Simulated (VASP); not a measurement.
# Y (P6_3/mmc) in VASP: notebook, part 2 of 2

VASP 6.6.1. The steps go on from the part before.

## (3) Single point, PBE

INCAR reads:

```
SYSTEM = Y
PREC = Accurate
ENCUT = 520
EDIFF = 1E-6
ISMEAR = -1
SIGMA = 0.05
LREAL = .False.
LASPH = .True.
NELM = 100
ALGO = Normal
ISIF = 2
LWAVE = .False.
LCHARG = .True.
GGA = PE
LELF = .True.
LVHAR = .True.
NBANDS = 18
```

KPOINTS reads:

```
regular mesh
0
Gamma
  8 8 5
  0 0 0
```

POSCAR reads:

```
Y
1.0
    3.6533180577      0.0000000000      0.0000000000
   -1.8266590289      3.1638662461      0.0000000000
    0.0000000000      0.0000000000      5.6958813099
Y
2
Direct
    0.6666666667      0.3333333333      0.7500000000
    0.3333333333      0.6666666667      0.2500000000
```

Potentials or basis: VASP PAW PBE potentials, release 64 (Y_sv).

Run with:

```sh
cat potpaw_PBE.64/Y_sv/POTCAR > POTCAR
mpirun -np 1 vasp_std > vasp.out
```

OUTCAR:

```text
SYSTEM = Y
   PREC = Accurate
   ENCUT = 520
   EDIFF = 1E-6
   ISMEAR = -1
   LREAL = .False.
   LASPH = .True.
   NELM = 100
   ISIF = 2
   GGA = PE

 ion  position               nearest neighbor table
   1  0.667  0.333  0.750-   2 3.54   2 3.54   2 3.54   2 3.54   2 3.54   2 3.54
   2  0.333  0.667  0.250-   1 3.54   1 3.54   1 3.54   1 3.54   1 3.54   1 3.54

  LATTYP: Found a hexagonal cell.
 ALAT       =     3.6533180577
 C/A-ratio  =     1.5590981185

  Lattice vectors:

 A1 = (   3.6533180577,   0.0000000000,   0.0000000000)
 A2 = (  -1.8266590289,   3.1638662461,   0.0000000000)
 A3 = (   0.0000000000,   0.0000000000,   5.6958813099)

Analysis of symmetry for initial positions (statically):
=====================================================================
 Subroutine PRICEL returns:
 Original cell was already a primitive cell.

 Routine SETGRP: Setting up the symmetry group for a
 hexagonal supercell.

 Subroutine GETGRP returns: Found 24 space group operations
 (whereof 12 operations were pure point group operations)
 out of a pool of 24 trial point group operations.

The static configuration has the point symmetry D_3d.
 The point group associated with its full space group is D_6h.
[... 161 lines left out ...]

 E-fermi :   2.9763     XC(G=0):  -9.4181

 val. band max:        2.9710098890   @ k =   0.2500   0.1250   0.4000
 cond. band min:       3.0037366836   @ k =   0.3750  -0.0000   0.0000
 fundamental gap:      0.0327267946
 Fermi energy:         2.9762755906

 k-point     1 :       0.0000    0.0000    0.0000
  band No.  band energies     occupation
      1     -39.7052      2.00000
      2     -39.6309      2.00000
      3     -19.9804      2.00000
      4     -19.5102      2.00000
      5     -19.5102      2.00000
      6     -19.4188      2.00000
[... 481 lines left out ...]
      5     -19.5739      2.00000
      6     -19.5594      2.00000
[... 10 lines left out ...]
     17       7.4749      0.00000
     18       7.5728      0.00000

 [... further k-points ...]

------------------------ aborting loop because EDIFF is reached ----------------------------------------

  FORCE on cell =-STRESS in cart. coord.  units (eV):
  Direction    XX          YY          ZZ          XY          YZ          ZX
  --------------------------------------------------------------------------------------
  -------------------------------------------------------------------------------------
  Total       -0.0486847     -0.0486847     -0.0450943      0.0000000      0.0000000      0.0000000
  in kB       -1.1847760     -1.1847760     -1.0974026      0.0000000      0.0000000      0.0000000
  external PRESSURE =      -1.1556515 kB  Pullay stress =       0.0000000 kB

 VOLUME and BASIS-vectors are now :
 -----------------------------------------------------------------------------
  energy-cutoff  :      520.00
  volume of cell :       65.84
      direct lattice vectors                 reciprocal lattice vectors
     3.653318058  0.000000000  0.000000000     0.273723772  0.158034494  0.000000000
    -1.826659029  3.163866246  0.000000000     0.000000000  0.316068987  0.000000000
     0.000000000  0.000000000  5.695881310     0.000000000  0.000000000  0.175565456

 POSITION                                       TOTAL-FORCE (eV/Angst)
 -----------------------------------------------------------------------------------
      1.82666      1.05462      4.27191        -0.000000      0.000000      0.000000
     -0.00000      2.10924      1.42397         0.000000     -0.000000      0.000000
 -----------------------------------------------------------------------------------
    total drift:                               -0.000000      0.000000     -0.000000

  FREE ENERGIE OF THE ION-ELECTRON SYSTEM (eV)
  ---------------------------------------------------
  free  energy   TOTEN  =       -12.8734755868 eV

  energy  without entropy=      -12.8330922705  energy(sigma->0) =      -12.85328393
```

OSZICAR:

```text
N       E                     dE             d eps       ncg     rms          rms(c)
DAV:   1     0.891212306570E+02    0.89121E+02   -0.11374E+04  1080   0.116E+03
DAV:   2    -0.558902247254E+01   -0.94710E+02   -0.93024E+02  1310   0.259E+02
DAV:   3    -0.129621792376E+02   -0.73732E+01   -0.72811E+01  1818   0.432E+01
DAV:   4    -0.132651415964E+02   -0.30296E+00   -0.30229E+00  1366   0.809E+00
DAV:   5    -0.132712914676E+02   -0.61499E-02   -0.61485E-02  1556   0.101E+00    0.330E+01
DAV:   6    -0.129397052802E+02    0.33159E+00   -0.42994E-01  1184   0.398E+00    0.204E+01
DAV:   7    -0.128848411185E+02    0.54864E-01   -0.84183E-01  1448   0.513E+00    0.181E+00
DAV:   8    -0.128744429050E+02    0.10398E-01   -0.16365E-01  1316   0.227E+00    0.131E+00
DAV:   9    -0.128733690835E+02    0.10738E-02   -0.41357E-03  1486   0.391E-01    0.438E-01
DAV:  10    -0.128735571082E+02   -0.18802E-03   -0.19614E-03  1154   0.389E-01    0.375E-01
DAV:  11    -0.128734796247E+02    0.77483E-04   -0.15181E-04  1328   0.106E-01    0.487E-02
DAV:  12    -0.128734739563E+02    0.56684E-05   -0.31000E-05  1224   0.464E-02    0.188E-02
DAV:  13    -0.128734754828E+02   -0.15265E-05   -0.48742E-06  1230   0.186E-02    0.292E-03
DAV:  14    -0.128734755868E+02   -0.10406E-06   -0.11773E-07   664   0.238E-03
   1 F= -.12873476E+02 E0= -.12853284E+02  d E =-.403833E-01
```

It took 27 s on 1 thread of Intel Xeon Platinum 8488C (Sapphire Rapids), shared host; peak memory 0.2 GiB.

Results:

| Property | Result |
| --- | --- |
| Free energy | -12.8735 eV |
| Pressure | -0.1 GPa |
| Band gap on the k mesh | zero (bands 11 and 12 overlap by 1.38 eV) |

Levels at points of the mesh, in eV from the Fermi level:
```
           k point  band 9  band 10  band 11  band 12  band 13  band 14
(0.00, 0.00, 0.00)   -4.67    -1.83     0.93     1.75     1.75     2.10
(0.50, 0.00, 0.00)   -1.66    -1.17    -0.79    -0.11     1.43     1.46
```

## (4) Single point, RPBE

This run uses another cell than the first one, of 34.19 Å³/atom.

INCAR reads:

```
SYSTEM = Y
PREC = Accurate
ENCUT = 520
EDIFF = 1E-6
ISMEAR = -1
SIGMA = 0.05
LREAL = .FALSE.
LASPH = .TRUE.
NELM = 60
ALGO = Fast
ISIF = 2
LWAVE = .FALSE.
LCHARG = .FALSE.
GGA = RP
NBANDS = 18
```

KPOINTS reads:

```
regular mesh
0
G
  8 8 5
  0 0 0
```

POSCAR reads:

```
Y
1.0
    3.6978241927      0.0000000000      0.0000000000
   -1.8489120963      3.2024096896      0.0000000000
    0.0000000000      0.0000000000      5.7735749920
Y
2
Direct
    0.6666666667      0.3333333333      0.7500000000
    0.3333333333      0.6666666667      0.2500000000
```

Potentials or basis: VASP PAW PBE potentials, release 64 (Y_sv).

Run with:

```sh
cat potpaw_PBE.64/Y_sv/POTCAR > POTCAR
mpirun -np 1 vasp_std > vasp.out
```

OUTCAR:

```text
SYSTEM = Y
   PREC = Accurate
   ENCUT = 520
   EDIFF = 1E-6
   ISMEAR = -1
   LREAL = .FALSE.
   LASPH = .TRUE.
   NELM = 60
   ISIF = 2
   GGA = RP

 ion  position               nearest neighbor table
   1  0.667  0.333  0.750-   2 3.59   2 3.59   2 3.59   2 3.59   2 3.59   2 3.59
   2  0.333  0.667  0.250-   1 3.59   1 3.59   1 3.59   1 3.59   1 3.59   1 3.59

  LATTYP: Found a hexagonal cell.
 ALAT       =     3.6978241927
 C/A-ratio  =     1.5613438312

  Lattice vectors:
[... 694 lines left out ...]

------------------------ aborting loop because EDIFF is reached ----------------------------------------

  FORCE on cell =-STRESS in cart. coord.  units (eV):
  Direction    XX          YY          ZZ          XY          YZ          ZX
  --------------------------------------------------------------------------------------
  -------------------------------------------------------------------------------------
  Total       -0.0356565     -0.0356565     -0.0522824     -0.0000000     -0.0000000      0.0000000
  in kB       -0.8355670     -0.8355670     -1.2251745     -0.0000000     -0.0000000      0.0000000
  external PRESSURE =      -0.9654362 kB  Pullay stress =       0.0000000 kB

 VOLUME and BASIS-vectors are now :
 -----------------------------------------------------------------------------
  energy-cutoff  :      520.00
  volume of cell :       68.37
      direct lattice vectors                 reciprocal lattice vectors
     3.697824193  0.000000000  0.000000000     0.270429298  0.156132428  0.000000000
    -1.848912096  3.202409690  0.000000000     0.000000000  0.312264856  0.000000000
     0.000000000  0.000000000  5.773574992     0.000000000  0.000000000  0.173202912

 POSITION                                       TOTAL-FORCE (eV/Angst)
 -----------------------------------------------------------------------------------
      1.84891      1.06747      4.33018         0.000000     -0.000000      0.000000
     -0.00000      2.13494      1.44339        -0.000000      0.000000      0.000000
 -----------------------------------------------------------------------------------
    total drift:                                0.000000     -0.000000      0.000000

  FREE ENERGIE OF THE ION-ELECTRON SYSTEM (eV)
  ---------------------------------------------------
  free  energy   TOTEN  =       -12.2309235893 eV

  energy  without entropy=      -12.1900419315  energy(sigma->0) =      -12.21048276
```

stdout:

```text
POSCAR found type information on POSCAR Y
 POSCAR found :  1 types and       2 ions
 scaLAPACK will be used
 -----------------------------------------------------------------------------
|                                                                             |
|                                                                             |
|     You enforced a specific xc type in the INCAR file but a different       |
|     I HOPE YOU KNOW WHAT YOU ARE DOING!                                     |
|                                                                             |
 -----------------------------------------------------------------------------

 LDA part: xc-table for (Slater+PW92), standard interpolation
 POSCAR, INCAR and KPOINTS ok, starting setup
 FFT: planning ... GRIDC
 FFT: planning ... GRID_SOFT
 FFT: planning ... GRID
 WAVECAR not read
 entering main loop
```

It took 45 s on 1 thread of Intel Xeon Platinum 8488C (Sapphire Rapids), shared host; peak memory 0.21 GiB.

Results:

```yaml
Free_energy: -12.2309 eV
Pressure: -0.1 GPa
Band_gap_on_the_k_mesh: zero (bands 11 and 12 overlap by 1.26 eV)
```

Levels at points of the mesh, in eV from the Fermi level:
```tsv
k point	band 7	band 8	band 9	band 10	band 11	band 12	band 13	band 14	band 15	band 16
(0.00, 0.00, 0.00)	-22.56	-22.53	-4.60	-1.77	0.78	1.74	1.74	2.06	2.32	2.32
(0.50, 0.00, 0.00)	-22.66	-22.61	-1.64	-1.10	-0.74	-0.18	1.37	1.46	2.03	4.81
```

Caveat: the PAW data sets were made with another functional, which shifts forces and pressure a little.

The gap in the log of VASP goes by the Fermi energy; the results here count the filled bands.